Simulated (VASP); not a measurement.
# Mo (Im-3m) in VASP: a series of runs, part 2 of 2

VASP 6.6.1. The steps go on from the part before.

## (4) Relaxation of cell and atoms, PBEsol

This run uses another cell than the first one, of 15.58 Å³/atom, 1.017 times its volume.

File INCAR:

```
SYSTEM = Mo
  PREC = Accurate
  ENCUT = 600
  EDIFF = 1E-6
  ISMEAR = -1
  SIGMA = 0.1
  LREAL = .False.
  LASPH = .True.
  NELM = 60
  ALGO = Normal
  ISIF = 3
  LWAVE = .False.
  LCHARG = .False.
  GGA = PS
  IBRION = 2
  NSW = 60
  EDIFFG = -0.005
```

File KPOINTS:

```
regular mesh
0
Gamma
  19 19 19
  0 0 0
```

File POSCAR:

```
Mo
1.0
   -1.5733879534      1.5733879534      1.5733879534
    1.5733879534     -1.5733879534      1.5733879534
    1.5733879534      1.5733879534     -1.5733879534
Mo
1
Direct
    0.0000000000      0.0000000000      0.0000000000
```

Potentials or basis: VASP PAW PBE potentials, release 64 (Mo_sv).

The run is started by

```sh
cat potpaw_PBE.64/Mo_sv/POTCAR > POTCAR
mpirun -np 1 vasp_std > vasp.out
```

OUTCAR:

```text
SYSTEM = Mo
   PREC = Accurate
   ENCUT = 600
   EDIFF = 1E-6
   ISMEAR = -1
   LREAL = .False.
   LASPH = .True.
   NELM = 60
   ISIF = 3
   GGA = PS
   IBRION = 2
   NSW = 60
   EDIFFG = -0.005

 ion  position               nearest neighbor table
   1  0.000  0.000  0.000-

  LATTYP: Found a body centered cubic cell.
 ALAT       =     3.1467759068

  Lattice vectors:

 A1 = (  -1.5733879534,   1.5733879534,   1.5733879534)
 A2 = (   1.5733879534,  -1.5733879534,   1.5733879534)
 A3 = (   1.5733879534,   1.5733879534,  -1.5733879534)

Analysis of symmetry for initial positions (statically):
=====================================================================
 Subroutine PRICEL returns:
 Original cell was already a primitive cell.

 Routine SETGRP: Setting up the symmetry group for a
 body centered cubic supercell.

 Subroutine GETGRP returns: Found 48 space group operations
 (whereof 48 operations were pure point group operations)
 out of a pool of 48 trial point group operations.

The static configuration has the point symmetry O_h .

Analysis of symmetry for dynamics (positions and initial velocities):
[... 166 lines left out ...]
  Total       -0.3912239     -0.3912239     -0.3912239      0.0000000      0.0000000      0.0000000
  in kB      -40.2317152    -40.2317152    -40.2317152      0.0000000      0.0000000      0.0000000
  external PRESSURE =     -40.2317152 kB  Pullay stress =       0.0000000 kB
[... 92 lines left out ...]
--------------------------------------- Ionic step        4  -------------------------------------------

 number of electron      14.0000001 magnetization

 Free energy of the ion-electron system (eV)
  ---------------------------------------------------
  ext. energy  EPLUGINS =         0.00000000
  ---------------------------------------------------
  free energy    TOTEN  =       -11.78909754 eV

  energy without entropy =      -11.76847517  energy(sigma->0) =      -11.77878635

 E-fermi :  12.7573     XC(G=0): -13.6313

 val. band max:       12.7345639115   @ k =  -0.2632   0.3684   0.1579
 cond. band min:      12.7584025311   @ k =  -0.1579   0.2105   0.1053
 fundamental gap:      0.0238386196
 Fermi energy:        12.7573081085

 k-point     1 :       0.0000    0.0000    0.0000
  band No.  band energies     occupation
      1     -48.4331      2.00000
      2     -21.6781      2.00000
      3     -21.6781      2.00000
      4     -21.6781      2.00000
      5       5.4152      2.00000
      6      11.3592      2.00000
      7      11.3592      2.00000
      8      11.3592      2.00000
      9      14.4420      0.00000
     10      14.4420      0.00000
     11      27.5946      0.00000
[... 309 lines left out ...]
 k-point    24 :       0.3158    0.1053   -0.0000
  band No.  band energies     occupation
      1     -48.1831      2.00000
      2     -22.9247      2.00000
      3     -22.1153      2.00000
      4     -21.7475      2.00000
      5       7.8924      2.00000
      6       9.6173      2.00000
      7      11.9132      1.99957
      8      14.1587      0.00000
      9      15.1798      0.00000
     10      16.9284      0.00000
     11      25.9324      0.00000

 [... further k-points ...]
[... 5 lines left out ...]
  --------------------------------------------------------------------------------------
  -------------------------------------------------------------------------------------
  Total       -0.0021578     -0.0021578     -0.0021578      0.0000000      0.0000000     -0.0000000
  in kB       -0.2252360     -0.2252360     -0.2252360      0.0000000      0.0000000     -0.0000000
  external PRESSURE =      -0.2252360 kB  Pullay stress =       0.0000000 kB
[... 16 lines left out ...]
  FREE ENERGIE OF THE ION-ELECTRON SYSTEM (eV)
  ---------------------------------------------------
  free  energy   TOTEN  =       -11.7890975416 eV

  energy  without entropy=      -11.7684751666  energy(sigma->0) =      -11.77878635

 reached required accuracy - stopping structural energy minimisation
```

It took 27 s on 1 thread of Intel Xeon 6975P-C (Granite Rapids), shared host; peak memory 0.18 GiB.

Results:

| Item | Value |
| --- | --- |
| Free energy | -11.7891 eV |
| Relaxed volume | 15.35 Å³/atom |
| Relaxed cell | a = 2.712 Å, b = 2.712 Å, c = 2.712 Å, α = 109.47°, β = 109.47°, γ = 109.47° |
| Space group after relaxing (to 0.05 Å) | Im-3m (No. 229) |
| Energy gained by relaxing | 2.9 meV/atom |
| Ionic steps | 4 |
| Pressure after relaxing | 0.0 GPa |
| Band gap on the k mesh | zero (band 7 reaches 16.68 eV, above the bottom of band 8 at 11.36 eV) |

Step by step:
```
step  energy change (eV)  largest force (eV/Å)  pressure (GPa)  volume (Å³)
   1              0.0000                0.0000           -4.02        15.58
   2              0.0218                0.0000           12.96        14.71
   3             -0.0029                0.0000           -0.07        15.35
   4             -0.0029                0.0000           -0.02        15.35
```

Final structure:
```cif
data_structure
_symmetry_space_group_name_H-M 'P 1'
_symmetry_Int_Tables_number 1
_cell_length_a 2.7117
_cell_length_b 2.7117
_cell_length_c 2.7117
_cell_angle_alpha 109.471
_cell_angle_beta 109.471
_cell_angle_gamma 109.471
_cell_volume 15.35
loop_
_atom_site_label
_atom_site_type_symbol
_atom_site_fract_x
_atom_site_fract_y
_atom_site_fract_z
_atom_site_occupancy
Mo1 Mo 0.00000 0.00000 0.00000 1
```

Levels at points of the mesh, in eV from the Fermi level:
| k point | band 5 | band 6 | band 7 | band 8 | band 9 | band 10 |
| --- | --- | --- | --- | --- | --- | --- |
| (0.00, 0.00, 0.00) | -7.34 | -1.40 | -1.40 | -1.40 | 1.68 | 1.68 |

Caveat: the PAW data sets were made with another functional, which shifts forces and pressure a little.

## (5) Overview

```tsv
task	cell	k mesh	cutoff (eV)	gap on the mesh (eV)	pressure (GPa)
single point	a = 2.710 Å, angles 109.5°, 1 atom	19 × 19 × 19	520	none	0.6
single point	a = 3.130 Å, 2 atoms	12 × 12 × 12	520	none	0.8
relaxation of cell and atoms	relaxed from a = 2.725 Å, angles 109.5°, 1 atom	19 × 19 × 19	600	none	0.0
```

Alike in all rows: level PBEsol; potentials or basis VASP PAW PBE potentials, release 64 (Mo_sv); no spin polarisation; smearing fermi-dirac 0.1 eV.

Caveats: the PAW data sets were made with another functional, which shifts forces and pressure a little.

Absolute energies hang on the potentials; compare differences alone.
